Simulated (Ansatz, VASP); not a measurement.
**Two plane-wave programs on Ga2HCl3**

INCAR

```
PREC = Accurate
ENCUT = 520
EDIFF = 1E-8
ISMEAR = 0
SIGMA = 0.01
LREAL = Auto
LASPH = T
NELM = 100
ALGO = Normal
ISIF = 2
LWAVE = F
LCHARG = F
GGA = PE
LEFG = T
NBANDS = 114
```

The input KPOINTS:

```
Automatic mesh
0
Gamma
  4 3 2
```

File POSCAR:

```
Ga2HCl3
1.0
    5.7300000000      0.0000000000      0.0000000000
    0.0000000000      6.7870000000      0.0000000000
   -3.7354546645      0.0000000000     14.3702419223
Ga H Cl
8 4 12
Direct
    0.9262441710      0.7667571691      0.9205967918
    0.0737558290      0.2667571691      0.5794032082
    0.0737558290      0.2332428309      0.0794032082
    0.9262441710      0.7332428309      0.4205967918
    0.6487494460      0.6848620858      0.6464394900
    0.3512505540      0.1848620858      0.8535605100
    0.3512505540      0.3151379142      0.3535605100
    0.6487494460      0.8151379142      0.1464394900
    0.8588800990      0.7958361455      1.0143522576
    0.1411199010      0.2958361455      0.4856477424
    0.1411199010      0.2041638545     -0.0143522576
    0.8588800990      0.7041638545      0.5143522576
    0.8097797338      0.4889468647      0.8434660048
    0.1902202662      0.9889468647      0.6565339952
    0.1902202662      0.5110531353      0.1565339952
    0.8097797338      0.0110531353      0.3434660048
    0.3265854143      0.7795458495      0.9355206344
    0.6734145857      0.2795458495      0.5644793656
    0.6734145857      0.2204541505      0.0644793656
    0.3265854143      0.7204541505      0.4355206344
    0.7812140586     -0.0010618945      0.8127947129
    0.2187859414      0.4989381055      0.6872052871
    0.2187859414      1.0010618945      0.1872052871
    0.7812140586      0.5010618945      0.3127947129
```

Input for Ansatz:

```yaml
crystal:
  lattice:
    - [5.73, 0.0, 0.0]
    - [0.0, 6.787, 0.0]
    - [-3.7354546645, 0.0, 14.3702419223]
  atoms:
    - { symbol: Ga, position: [0.926244171, 0.7667571691, 0.9205967918] }
    - { symbol: Ga, position: [0.073755829, 0.2667571691, 0.5794032082] }
    - { symbol: Ga, position: [0.073755829, 0.2332428309, 0.0794032082] }
    - { symbol: Ga, position: [0.926244171, 0.7332428309, 0.4205967918] }
    - { symbol: Ga, position: [0.648749446, 0.6848620858, 0.64643949] }
    - { symbol: Ga, position: [0.351250554, 0.1848620858, 0.85356051] }
    - { symbol: Ga, position: [0.351250554, 0.3151379142, 0.35356051] }
    - { symbol: Ga, position: [0.648749446, 0.8151379142, 0.14643949] }
    - { symbol: H, position: [0.858880099, 0.7958361455, 1.0143522576] }
    - { symbol: H, position: [0.141119901, 0.2958361455, 0.4856477424] }
    - { symbol: H, position: [0.141119901, 0.2041638545, -0.0143522576] }
    - { symbol: H, position: [0.858880099, 0.7041638545, 0.5143522576] }
    - { symbol: Cl, position: [0.8097797338, 0.4889468647, 0.8434660048] }
    - { symbol: Cl, position: [0.1902202662, 0.9889468647, 0.6565339952] }
    - { symbol: Cl, position: [0.1902202662, 0.5110531353, 0.1565339952] }
    - { symbol: Cl, position: [0.8097797338, 0.0110531353, 0.3434660048] }
    - { symbol: Cl, position: [0.3265854143, 0.7795458495, 0.9355206344] }
    - { symbol: Cl, position: [0.6734145857, 0.2795458495, 0.5644793656] }
    - { symbol: Cl, position: [0.6734145857, 0.2204541505, 0.0644793656] }
    - { symbol: Cl, position: [0.3265854143, 0.7204541505, 0.4355206344] }
    - { symbol: Cl, position: [0.7812140586, -0.0010618945, 0.8127947129] }
    - { symbol: Cl, position: [0.2187859414, 0.4989381055, 0.6872052871] }
    - { symbol: Cl, position: [0.2187859414, 1.0010618945, 0.1872052871] }
    - { symbol: Cl, position: [0.7812140586, 0.5010618945, 0.3127947129] }
kpoints:
  mp_grid: { grid: [4, 3, 2] }
scf:
  occupations: { method: fixed }
hamiltonian:
  xc: pbe
  pseudopotentials: { kind: paw }
output:
  forces: true
  efg:
    quadrupole_moments_barn: { Ga: 0.107, H: 0.00285783, Cl: -0.08112 }
    contact_densities: true
  core_levels:
    shells: { Cl: "2p", Ga: "2p" }
    counted_from: valence_top
    eps_inf: [[3.824, 0.0, -0.055], [0.0, 3.597, 0.0], [-0.055, 0.0, 3.798]]
```

Alike in both runs: task electric field gradients; functional PBE; k mesh 4 × 3 × 2; no spin polarisation.

|  | VASP | Ansatz |
| --- | --- | --- |
| version | VASP 6.6.1 | Ansatz 0.2.0 |
| potentials or method | VASP PAW PBE potentials, release 64 (Ga_d, H, Cl) | plane-wave PAW, scalar-relativistic |
| plane-wave cutoff (eV) | 520 | 420 |
| occupations | gaussian, width 0.01 eV | fixed |
| valence electrons in the cell | 192 | 192 |

|  | VASP | Ansatz | Ansatz less VASP |
| --- | --- | --- | --- |
| gap on the k mesh at the Fermi level (eV) | 3.54 | 3.53 | -0.004 |
| rms of the force components (eV/Å) | 0.011 | 0.008 | -0.0021 |
| size of Vzz on the site where it differs most (V/Å²) | 122.1 | 130.7 | +8.59 |

Atom by atom the forces differ by 0.009 eV/Å (rms over components).
